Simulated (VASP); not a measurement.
# Al (Pm-3m) in VASP: single point with r2SCAN

Aim: the single point of Al with r2SCAN.

Everything below comes from runs of VASP 6.6.1. Logs are shortened: lines on timing, memory, paths and dates and some standing lists are left out, and cuts for length are marked.

## 1. The cell of the first run

It takes space group Pm-3m (No. 221, cubic). Conventional cell: a = 2.526 Å, b = 2.526 Å, c = 2.526 Å, α = 90.00°, β = 90.00°, γ = 90.00°. Within 3.3 Å of Al (site symmetry m-3m) lie 6 Al at 2.53 Å.

## 2. Single point, r2SCAN

Input file POSCAR:

```
Al
1.0
   -0.8419674075      1.6839348149      1.6839348149
    1.6839348149     -0.8419674075      1.6839348149
    1.6839348149      1.6839348149     -0.8419674075
Al
1
Direct
    0.0000000000      0.0000000000      0.0000000000
```

Input file INCAR.step1:

```
SYSTEM = Al
ALGO     = Normal         ! electronic algorithm
EDIFF    = 1E-4           ! SCF threshold, eV
ENCUT    = 520            ! plane-wave cutoff, eV
GGA      = PE             ! functional
ISMEAR   = 0              ! smearing method
LASPH    = .TRUE.         ! aspherical terms in the spheres
LCHARG   = .FALSE.        ! write CHGCAR
LREAL    = .FALSE.        ! projectors in reciprocal space
LWAVE    = .TRUE.         ! write WAVECAR
NBANDS   = 8              ! bands
NELM     = 100            ! most SCF steps
PREC     = Accurate       ! precision mode
SIGMA    = 0.15           ! smearing width, eV
```

Input file INCAR.step2:

```
SYSTEM = Al
ALGO     = Normal         ! electronic algorithm
EDIFF    = 1E-6           ! SCF threshold, eV
ENCUT    = 520            ! plane-wave cutoff, eV
ISIF     = 2              ! what is computed and relaxed
ISMEAR   = 0              ! smearing method
ISTART   = 1            
LASPH    = .TRUE.         ! aspherical terms in the spheres
LCHARG   = .FALSE.        ! write CHGCAR
LMIXTAU  = .TRUE.       
LREAL    = .FALSE.        ! projectors in reciprocal space
LWAVE    = .FALSE.        ! write WAVECAR
METAGGA  = R2SCAN         ! meta-GGA
NBANDS   = 8              ! bands
NELM     = 100            ! most SCF steps
PREC     = Accurate       ! precision mode
SIGMA    = 0.15           ! smearing width, eV
```

Input file KPOINTS:

```
k-points
0
G
  24 24 24
  0 0 0
```

Potentials or basis: VASP PAW PBE potentials, release 64 (Al).

The run is started by

```
cat potpaw_PBE.64/Al/POTCAR > POTCAR
cp INCAR.step1 INCAR
mpirun -np 1 vasp_std > vasp.out
cp INCAR.step2 INCAR
mpirun -np 1 vasp_std > vasp.out
```

OUTCAR:

```text
SYSTEM = Al
   EDIFF = 1E-6
   ENCUT = 520
   ISIF = 2
   ISMEAR = 0
   ISTART = 1
   LASPH = .TRUE.
   LREAL = .FALSE.
   METAGGA = R2SCAN
   NELM = 100
   PREC = Accurate

 ion  position               nearest neighbor table
   1  0.000  0.000  0.000-

  LATTYP: Found a simple cubic cell.
 ALAT       =     2.5259022224

  Lattice vectors:

 A1 = (  -0.8419674075,   1.6839348149,   1.6839348149)
 A2 = (   1.6839348149,  -0.8419674075,   1.6839348149)
 A3 = (   1.6839348149,   1.6839348149,  -0.8419674075)

Analysis of symmetry for initial positions (statically):
=====================================================================
 Subroutine PRICEL returns:
 Original cell was already a primitive cell.

 Routine SETGRP: Setting up the symmetry group for a
 simple cubic supercell.

 Subroutine GETGRP returns: Found 48 space group operations
 (whereof 48 operations were pure point group operations)
 out of a pool of 48 trial point group operations.

The static configuration has the point symmetry O_h .

Analysis of symmetry for dynamics (positions and initial velocities):
=====================================================================
 Subroutine PRICEL returns:
 Original cell was already a primitive cell.

 Routine SETGRP: Setting up the symmetry group for a
 simple cubic supercell.

 Subroutine GETGRP returns: Found 48 space group operations
 (whereof 48 operations were pure point group operations)
 out of a pool of 48 trial point group operations.

The dynamic configuration has the point symmetry O_h .

 Subroutine INISYM returns: Found 48 space group operations
 (whereof 48 operations are pure point group operations),
 and found     1 'primitive' translations

----------------------------------------------------------------------------------------

                                     Primitive cell

  volume of cell :      16.1157

  direct lattice vectors                    reciprocal lattice vectors
    -0.841967407  1.683934815  1.683934815    -0.131966048  0.263932096  0.263932096
     1.683934815 -0.841967407  1.683934815     0.263932096 -0.131966048  0.263932096
     1.683934815  1.683934815 -0.841967407     0.263932096  0.263932096 -0.131966048

  length of vectors
     2.525902222  2.525902222  2.525902222     0.395898143  0.395898143  0.395898143

  position of ions in fractional coordinates (direct lattice)
     0.000000000  0.000000000  0.000000000

  ion indices of the primitive-cell ions
[... 72 lines left out ...]
   ENCUT  =  520.0 eV  38.22 Ry    6.18 a.u.   4.70  4.70  4.70*2*pi/ulx,y,z
   NELM   =    100;   NELMIN=  2; NELMDL=  0     # of ELM steps
   EDIFF  = 0.1E-05   stopping-criterion for ELM
   LREAL  =      F    real-space projection
   EDIFFG = 0.1E-04   stopping-criterion for IOM
   NSW    =      0    number of steps for IOM
   IBRION =     -1    ionic relax: 0-MD 1-quasi-New 2-CG
   NFREE  =      0    steps in history (QN), initial steepest desc. (CG)
   ISIF   =      2    stress and relaxation
   ISYM   =      2    0-nonsym 1-usesym 2-fastsym
   POTIM  = 0.5000    time-step for ionic-motion
   TEBEG  =    0.0;   TEEND  =   0.0 temperature during run
   PSTRESS=    0.0 pullay stress
   NELECT =       3.0000    total number of electrons
   NUPDOWN=      -1.0000    fix difference up-down
   EMIN   =  10.00;   EMAX   =-10.00  energy-range for DOS
   EFERMI =   0.00;   METHOD = LEGACY
   ISMEAR =     0;   SIGMA  =   0.15  broadening in eV -4-tet -1-fermi 0-gaus
   EFERMI_NEDOS =   21; number of points for ismear=-14 and -15
   IALGO  =     38    algorithm
   IMIX   =      4    mixing-type and parameters
     AMIX     =   0.40;   BMIX     =  1.00
     AMIX_MAG =   1.60;   BMIX_MAG =  1.00
  volume/ion in A,a.u.               =      16.12       108.75
  Fermi-wavevector in a.u.,A,eV,Ry     =   0.934757  1.766435 11.888371  0.873771
  Thomas-Fermi vector in A             =   2.061595
   LORBIT       =      0    0 simple, 1 ext, 2 COOP (PROOUT), +10 PAW based schemes
   METAGGA = R2SCAN    functional components
   LHFCALC =     F    Hartree Fock is set to
   AEXX    =    0.0000 exact exchange contribution
   IVDW    =     0    specifies the selected vdW correction
   LEPSILON=     F    determine dielectric tensor
   LRPA    =     F    only Hartree local field effects (RPA)
 non-spin polarized calculation
 Gauss-broadening in eV      SIGMA  =   0.15
  energy-cutoff  :      520.00
  volume of cell :       16.12
 maximum number of plane-waves:       461
 NGX is ok and might be reduce to    20
   NGX =  9   NGY =  9   NGZ =  9

 number of electron       3.0000000 magnetization

 Free energy of the ion-electron system (eV)
  ---------------------------------------------------
  ext. energy  EPLUGINS =         0.00000000
  ---------------------------------------------------
  free energy    TOTEN  =        -6.09792038 eV

  energy without entropy =       -6.09332385  energy(sigma->0) =       -6.09562212

 E-fermi :   7.7553     XC(G=0): -10.8893

 val. band max:        7.7321796847   @ k =   0.4583   0.4583   0.1667
 cond. band min:       7.7652609115   @ k =   0.3750   0.3750   0.0417
 fundamental gap:      0.0330812268
 Fermi energy:         7.7552522210

 k-point     1 :       0.0000    0.0000    0.0000
  band No.  band energies     occupation
      1      -3.8177      2.00000
      2      16.7635      0.00000
      3      16.7635      0.00000
      4      19.4385      0.00000
      5      19.4385      0.00000
      6      19.4385      0.00000
      7      27.9704      0.00000
      8      36.7184      0.00000
[... 243 lines left out ...]
 k-point    24 :       0.4583    0.0417    0.0000
  band No.  band energies     occupation
      1       1.2575      2.00000
      2       3.2468      2.00000
      3      19.6125      0.00000
      4      23.3079      0.00000
      5      23.6510      0.00000
      6      24.9183      0.00000
      7      25.3144      0.00000
      8      27.9039      0.00000

 [... further k-points ...]
[... 5 lines left out ...]
  --------------------------------------------------------------------------------------
  -------------------------------------------------------------------------------------
  Total        1.9354248      1.9354248      1.9354248     -0.0000000     -0.0000000     -0.0000000
  in kB      192.4142734    192.4142734    192.4142734     -0.0000000     -0.0000000     -0.0000000
  external PRESSURE =     192.4142734 kB  Pullay stress =       0.0000000 kB

 VOLUME and BASIS-vectors are now :
 -----------------------------------------------------------------------------
  energy-cutoff  :      520.00
  volume of cell :       16.12
      direct lattice vectors                 reciprocal lattice vectors
    -0.841967407  1.683934815  1.683934815    -0.131966048  0.263932096  0.263932096
     1.683934815 -0.841967407  1.683934815     0.263932096 -0.131966048  0.263932096
     1.683934815  1.683934815 -0.841967407     0.263932096  0.263932096 -0.131966048

 POSITION                                       TOTAL-FORCE (eV/Angst)
 -----------------------------------------------------------------------------------
      0.00000      0.00000      0.00000        -0.000000      0.000000     -0.000000
 -----------------------------------------------------------------------------------
    total drift:                                0.000000     -0.000000     -0.000000

  FREE ENERGIE OF THE ION-ELECTRON SYSTEM (eV)
  ---------------------------------------------------
  free  energy   TOTEN  =        -6.0979203806 eV

  energy  without entropy=       -6.0933238501  energy(sigma->0) =       -6.09562212
```

OSZICAR.step1:

```text
N       E                     dE             d eps       ncg     rms          rms(c)
DAV:   1    -0.157893341107E+01   -0.15789E+01   -0.87661E+02  7328   0.205E+02
DAV:   2    -0.316679807220E+01   -0.15879E+01   -0.15218E+01  9592   0.195E+01
DAV:   3    -0.317589320170E+01   -0.90951E-02   -0.90893E-02  9200   0.165E+00
DAV:   4    -0.317592471946E+01   -0.31518E-04   -0.31518E-04 10432   0.854E-02
DAV:   5    -0.317592490623E+01   -0.18677E-06   -0.18532E-06  9224   0.434E-03    0.135E+00
DAV:   6    -0.316872308234E+01    0.72018E-02   -0.12641E-03  9264   0.148E-01    0.794E-01
DAV:   7    -0.316402979316E+01    0.46933E-02   -0.34568E-03  9320   0.243E-01    0.130E-01
DAV:   8    -0.316403850546E+01   -0.87123E-05   -0.20714E-05  7840   0.313E-02
   1 F= -.31640385E+01 E0= -.31616524E+01  d E =-.477231E-02
```

It took 1.7 min on 1 thread of AMD EPYC 7R13 (Zen 3), shared host; peak memory 0.13 GiB.

What came out:

```
Free energy : -6.0979 eV
Pressure    : 19.2 GPa
```

Caveat: the PAW data sets were made with another functional, which shifts forces and pressure a little.
